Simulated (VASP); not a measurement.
Here is a VASP 6.6.1 calculation.

The input INCAR:

```
SYSTEM = BN
PREC = Accurate
ENCUT = 520
EDIFF = 1E-6
ISMEAR = 0
SIGMA = 0.05
LREAL = .False.
LASPH = .True.
NELM = 100
ALGO = Normal
ISIF = 2
LWAVE = .False.
LCHARG = .False.
GGA = PE
NBANDS = 16
```

File KPOINTS:

```
regular mesh
0
Gamma
  15 15 4
  0 0 0
```

POSCAR

```
BN
1.0
    2.5944192930      0.0000000000      0.0000000000
   -1.2972096465      2.2468330159      0.0000000000
    0.0000000000      0.0000000000      6.8911666223
B N
2 2
Direct
    0.3333333333      0.6666666667      0.2500000000
    0.6666666667      0.3333333333      0.7500000000
    0.3333333333      0.6666666667      0.7500000000
    0.6666666667      0.3333333333      0.2500000000
```

Potentials or basis: VASP PAW PBE potentials, release 64 (B, N).

Run with:

```sh
$ cat potpaw_PBE.64/B/POTCAR potpaw_PBE.64/N/POTCAR > POTCAR
$ mpirun -np 1 vasp_std > vasp.out
```

Task: Predict the pressure.

Result: -18.5 GPa.

Task: Estimate the band gap on the k mesh.

Result: 4.16 eV (least direct gap 4.38 eV).

Stress tensor (GPa, compression positive):
```
-28.49   0.00   0.00
  0.00 -28.49   0.00
  0.00   0.00   1.59
```

Caveat: the cell stands under tension; an odd mesh through Γ misses points on the zone boundary, where band edges can lie; this functional lacks dispersion, which binds the layers, so the pressure and a relaxed spacing across them are unreliable. As with any semilocal functional, this PBE gap is likely too small.
